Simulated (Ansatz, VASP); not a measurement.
LiCl in VASP and in Ansatz

```xyz
2
Lattice="0.0000 2.5754 2.5754 2.5754 0.0000 2.5754 2.5754 2.5754 0.0000" Properties=species:S:1:pos:R:3 pbc="T T T"
Li    2.5754    2.5754    2.5754
Cl    0.0000    0.0000    0.0000
```

Alike in both runs: functional PBE; k mesh 6 × 6 × 6; occupations gaussian, width 0.1 eV; no spin polarisation.

Ansatz relaxed the structure, and its values are those at the end. VASP's run is a single point on that final structure, the one shown.

```csv
,VASP,Ansatz
version,VASP 6.6.1,Ansatz 0.2.0
potentials or method,"VASP PAW PBE potentials, release 64 (Li_sv, Cl), cutoff 520 eV","scalar-relativistic, plane waves, PAW"
valence electrons in the cell,10,10
```

|  | VASP | Ansatz | Ansatz less VASP |
| --- | --- | --- | --- |
| gap on the k mesh at the Fermi level (eV) | 6.27 | 6.26 | -0.012 |
| least direct gap on the mesh (eV) | 6.27 | 6.26 | -0.012 |

Noted on VASP's run: the cutoff is short for stress, so the pressure is rough.
